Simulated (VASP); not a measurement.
# DyMgF (P4/nmm) in VASP: notebook, part 2 of 2

VASP 6.6.1.

### 3 Single point, PBE (18.49 Å³/atom)

Input file INCAR:

```
ALGO = Normal
EDIFF = 1E-6
ENCUT = 600
GGA = PE
GGA_COMPAT = False
ISIF = 2
ISMEAR = 0
LASPH = True
LCHARG = False
LMAXMIX = 6
LREAL = False
LWAVE = False
NBANDS = 27
NELM = 200
PREC = Accurate
SIGMA = 0.1
```

Input file KPOINTS:

```
k-points
0
Gamma
  10 10 4
```

Input file POSCAR:

```
DyMgF
1.0
    3.3495524728      0.0000000000      0.0000000000
    0.0000000000      3.3495524728      0.0000000000
    0.0000000000      0.0000000000      9.8878671636
Dy Mg F
2 2 2
Direct
    0.0000000000      0.5000000000      0.3758776374
    0.5000000000      0.0000000000      0.6241223626
    0.0000000000      0.5000000000      0.8785861832
    0.5000000000      0.0000000000      0.1214138168
    0.0000000000      0.0000000000      0.0000000000
    0.5000000000      0.5000000000      0.0000000000
```

Potentials or basis: VASP PAW PBE potentials, release 64 (Dy_3, Mg, F), 4f in core.

On the command line:

```sh
$ cat potpaw_PBE.64/Dy_3/POTCAR potpaw_PBE.64/Mg/POTCAR potpaw_PBE.64/F/POTCAR > POTCAR
$ mpirun -np 1 vasp_std > vasp.out
```

OUTCAR:

```text
EDIFF = 1E-6
   ENCUT = 600
   GGA = PE
   ISIF = 2
   ISMEAR = 0
   LASPH = True
   LREAL = False
   NELM = 200
   PREC = Accurate

 ion  position               nearest neighbor table
   1  0.000  0.500  0.376-   2 3.41   2 3.41   2 3.41   2 3.41   4 3.46   4 3.46   4 3.46   4 3.46

   2  0.500  0.000  0.624-   1 3.41   1 3.41   1 3.41   1 3.41   3 3.46   3 3.46   3 3.46   3 3.46

   3  0.000  0.500  0.879-   5 2.06   6 2.06   5 2.06   6 2.06   4 3.37   4 3.37   4 3.37   4 3.37
                             2 3.46   2 3.46   2 3.46   2 3.46
   4  0.500  0.000  0.121-   5 2.06   6 2.06   6 2.06   5 2.06   3 3.37   3 3.37   3 3.37   3 3.37
                             1 3.46   1 3.46   1 3.46   1 3.46
   5  0.000  0.000  0.000-   3 2.06   4 2.06   3 2.06   4 2.06
   6  0.500  0.500  0.000-   3 2.06   4 2.06   4 2.06   3 2.06

  LATTYP: Found a simple tetragonal cell.
 ALAT       =     3.3495524728
 C/A-ratio  =     2.9519964962

  Lattice vectors:

 A1 = (   3.3495524728,   0.0000000000,   0.0000000000)
 A2 = (   0.0000000000,   3.3495524728,   0.0000000000)
 A3 = (   0.0000000000,   0.0000000000,   9.8878671636)

Analysis of symmetry for initial positions (statically):
=====================================================================
 Subroutine PRICEL returns:
 Original cell was already a primitive cell.

 Routine SETGRP: Setting up the symmetry group for a
 simple tetragonal supercell.

 Subroutine GETGRP returns: Found 16 space group operations
 (whereof  8 operations were pure point group operations)
 out of a pool of 16 trial point group operations.

The static configuration has the point symmetry D_2d.
 The point group associated with its full space group is D_4h.

Analysis of symmetry for dynamics (positions and initial velocities):
=====================================================================
 Subroutine PRICEL returns:
 Original cell was already a primitive cell.

 Routine SETGRP: Setting up the symmetry group for a
 simple tetragonal supercell.

 Subroutine GETGRP returns: Found 16 space group operations
 (whereof  8 operations were pure point group operations)
 out of a pool of 16 trial point group operations.

The dynamic configuration has the point symmetry D_2d.
 The point group associated with its full space group is D_4h.

 Subroutine INISYM returns: Found 16 space group operations
 (whereof  8 operations are pure point group operations),
 and found     1 'primitive' translations

----------------------------------------------------------------------------------------

                                     Primitive cell

  volume of cell :     110.9369

  direct lattice vectors                    reciprocal lattice vectors
     3.349552473  0.000000000  0.000000000     0.298547346  0.000000000  0.000000000
     0.000000000  3.349552473  0.000000000     0.000000000  0.298547346  0.000000000
     0.000000000  0.000000000  9.887867164     0.000000000  0.000000000  0.101134045

  length of vectors
     3.349552473  3.349552473  9.887867164     0.298547346  0.298547346  0.101134045

  position of ions in fractional coordinates (direct lattice)
[... 43 lines left out ...]
            Coordinates               Weight
  0.000000  0.000000  0.000000      1.000000
  0.100000  0.000000  0.000000      4.000000
  0.200000  0.000000  0.000000      4.000000
  0.300000  0.000000  0.000000      4.000000
  0.400000  0.000000  0.000000      4.000000
  0.500000  0.000000  0.000000      2.000000
[... 16 lines left out ...]
  0.100000  0.000000  0.250000      8.000000
  0.200000  0.000000  0.250000      8.000000
 [... further k-points ...]
   k-points           NKPTS =     63   k-points in BZ     NKDIM =     63   number of bands    NBANDS=     27
   number of dos      NEDOS =    301   number of ions     NIONS =      6
   total plane-waves  NPLWV =  62720
   dimension x,y,z NGX =    28 NGY =   28 NGZ =   80
   dimension x,y,z NGXF=    56 NGYF=   56 NGZF=  160
   ions per type =               2   2   2
   NGX,Y,Z   is equivalent  to a cutoff of  13.90, 13.90, 13.45 a.u.
   NGXF,Y,Z  is equivalent  to a cutoff of  27.79, 27.79, 26.90 a.u.
 SYSTEM =  unknown system
   PREC   = accura    normal or accurate (medium, high low for compatibility)
   ISTART =      0    job   : 0-new  1-cont  2-samecut
   ICHARG =      2    charge: 1-file 2-atom 10-const
   ISPIN  =      1    spin polarized calculation?
   LNONCOLLINEAR =      F non collinear calculations
   LSORBIT =      F    spin-orbit coupling
   LASPH  =      T    aspherical Exc in radial PAW
   ENCUT  =  600.0 eV  44.10 Ry    6.64 a.u.   6.69  6.69 19.75*2*pi/ulx,y,z
   NELM   =    200;   NELMIN=  2; NELMDL= -5     # of ELM steps
   EDIFF  = 0.1E-05   stopping-criterion for ELM
   LREAL  =      F    real-space projection
   EDIFFG = 0.1E-04   stopping-criterion for IOM
   NSW    =      0    number of steps for IOM
   IBRION =     -1    ionic relax: 0-MD 1-quasi-New 2-CG
   NFREE  =      0    steps in history (QN), initial steepest desc. (CG)
   ISIF   =      2    stress and relaxation
   ISYM   =      2    0-nonsym 1-usesym 2-fastsym
   POTIM  = 0.5000    time-step for ionic-motion
   TEBEG  =    0.0;   TEEND  =   0.0 temperature during run
   PSTRESS=    0.0 pullay stress
   NELECT =      36.0000    total number of electrons
   NUPDOWN=      -1.0000    fix difference up-down
   EMIN   =  10.00;   EMAX   =-10.00  energy-range for DOS
   EFERMI =   0.00;   METHOD = LEGACY
   ISMEAR =     0;   SIGMA  =   0.10  broadening in eV -4-tet -1-fermi 0-gaus
   EFERMI_NEDOS =   21; number of points for ismear=-14 and -15
   IALGO  =     38    algorithm
   IMIX   =      4    mixing-type and parameters
     AMIX     =   0.40;   BMIX     =  1.00
     AMIX_MAG =   1.60;   BMIX_MAG =  1.00
  volume/ion in A,a.u.               =      18.49       124.77
  Fermi-wavevector in a.u.,A,eV,Ry     =   1.124994  2.125931 17.219695  1.265612
  Thomas-Fermi vector in A             =   2.261669
   LORBIT       =      0    0 simple, 1 ext, 2 COOP (PROOUT), +10 PAW based schemes
   GGA     = PE    functional components
   LHFCALC =     F    Hartree Fock is set to
   AEXX    =    0.0000 exact exchange contribution
   IVDW    =     0    specifies the selected vdW correction
   LEPSILON=     F    determine dielectric tensor
   LRPA    =     F    only Hartree local field effects (RPA)
 non-spin polarized calculation
 Gauss-broadening in eV      SIGMA  =   0.10
  energy-cutoff  :      600.00
  volume of cell :      110.94
 maximum number of plane-waves:      3736
 NGX is ok and might be reduce to    28
   NGX = 13   NGY = 13   NGZ = 39

 number of electron      35.9999986 magnetization

 Free energy of the ion-electron system (eV)
  ---------------------------------------------------
  ext. energy  EPLUGINS =         0.00000000
  ---------------------------------------------------
  free energy    TOTEN  =       -25.02475846 eV

  energy without entropy =      -25.00611887  energy(sigma->0) =      -25.01543866

 E-fermi :   3.7784     XC(G=0):  -9.8599

 val. band max:        3.7740551619   @ k =   0.3000   0.2000   0.5000
 cond. band min:       3.7969136070   @ k =   0.2000   0.1000   0.0000
 fundamental gap:      0.0228584451
 Fermi energy:         3.7784083835

 k-point     1 :       0.0000    0.0000    0.0000
  band No.  band energies     occupation
      1     -22.8839      2.00000
      2     -21.2458      2.00000
      3     -19.4860      2.00000
      4     -19.0283      2.00000
      5     -19.0283      2.00000
      6     -19.0134      2.00000
[... 709 lines left out ...]
     26       8.8979      0.00000
     27       9.5174      0.00000

 [... further k-points ...]

------------------------ aborting loop because EDIFF is reached ----------------------------------------

  FORCE on cell =-STRESS in cart. coord.  units (eV):
  Direction    XX          YY          ZZ          XY          YZ          ZX
  --------------------------------------------------------------------------------------
  -------------------------------------------------------------------------------------
  Total        5.1216734      5.1216734      5.1683981      0.0000000      0.0000000      0.0000000
  in kB       73.9684081     73.9684081     74.6432170      0.0000000      0.0000000      0.0000000
  external PRESSURE =      74.1933444 kB  Pullay stress =       0.0000000 kB

 VOLUME and BASIS-vectors are now :
 -----------------------------------------------------------------------------
  energy-cutoff  :      600.00
  volume of cell :      110.94
      direct lattice vectors                 reciprocal lattice vectors
     3.349552473  0.000000000  0.000000000     0.298547346  0.000000000  0.000000000
     0.000000000  3.349552473  0.000000000     0.000000000  0.298547346  0.000000000
     0.000000000  0.000000000  9.887867164     0.000000000  0.000000000  0.101134045

 POSITION                                       TOTAL-FORCE (eV/Angst)
 -----------------------------------------------------------------------------------
      0.00000      1.67478      3.71663         0.000000      0.000000     -0.022362
      1.67478      0.00000      6.17124         0.000000     -0.000000      0.022362
      0.00000      1.67478      8.68734         0.000000      0.000000      0.061756
      1.67478      0.00000      1.20052         0.000000      0.000000     -0.061756
      0.00000      0.00000      0.00000         0.000000      0.000000      0.000000
      1.67478      1.67478      0.00000        -0.000000     -0.000000      0.000000
 -----------------------------------------------------------------------------------
    total drift:                                0.000000      0.000000     -0.000000

  FREE ENERGIE OF THE ION-ELECTRON SYSTEM (eV)
  ---------------------------------------------------
  free  energy   TOTEN  =       -25.0247584595 eV

  energy  without entropy=      -25.0061188697  energy(sigma->0) =      -25.01543866
```

It took 88 s on 1 thread of Intel Xeon 6975P-C (Granite Rapids), shared host; peak memory 0.39 GiB.

Results:

```yaml
Free_energy: -25.0248 eV
Pressure: 7.4 GPa
Largest_force: 0.062 eV/Å
Band_gap_on_the_k_mesh: zero (bands 18 and 19 overlap by 0.80 eV)
```

Forces in eV/Å, atoms in the order of the input:
```
Dy   0.000  0.000 -0.022
Dy   0.000  0.000  0.022
Mg   0.000  0.000  0.062
Mg   0.000  0.000 -0.062
F    0.000  0.000  0.000
F    0.000  0.000  0.000
```

Caveat: the cell stands under pressure; spin-orbit coupling is left out, which moves the levels of the heavy elements; the 4f electrons are frozen in the core, so they carry no moment and show no levels; the run has no spin polarisation, though such a crystal can be magnetic.

The gap in the log of VASP goes by the Fermi energy; the results here count the filled bands.